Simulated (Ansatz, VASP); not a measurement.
Two plane-wave programs on TaAgC

```
CELL_PARAMETERS angstrom
5.39632 0.00000 0.00000
0.00000 3.00826 0.00000
0.00000 0.00000 5.35507
ATOMIC_POSITIONS crystal
Ta 0.75000 0.50000 0.63118
Ta 0.25000 0.50000 0.36882
Ag 0.75000 0.00000 0.10565
Ag 0.25000 0.00000 0.89435
C 0.00000 0.00000 0.50000
C 0.50000 0.00000 0.50000
```

Change from the starting cell: the structure that the rattled cell fell into.

Alike in both runs: functional PBE; k mesh 8 × 12 × 8; occupations gaussian, width 0.1 eV; no spin polarisation.

Ansatz relaxed the structure, and its values are those at the end. VASP's run is a single point on that final structure, the one shown.

|  | VASP | Ansatz |
| --- | --- | --- |
| version | VASP 6.6.1 | Ansatz 0.2.0 |
| potentials or method | VASP PAW PBE potentials, release 64 (Ta_pv, Ag, C), cutoff 520 eV | scalar-relativistic, plane waves, PAW |
| valence electrons in the cell | 52 | 72 |

VASP gave:

* gap on the k mesh at the Fermi level (eV): none
* pressure (GPa): 0.3
* rms of the force components (eV/Å): 0.010

Q: Estimate Ansatz's values.

A: gap on the k mesh at the Fermi level (eV): none; pressure (GPa): 0.0; rms of the force components (eV/Å): 0.001.

A gap of «none» marks a metal or a gap that the smearing closes. The functional is the same, so the differences come from potentials, cutoffs and numerics. VASP's potentials hold 52 valence electrons a cell and Ansatz's 72, so a difference there can come from the potentials and not from the codes.

Spin-orbit coupling is off throughout.
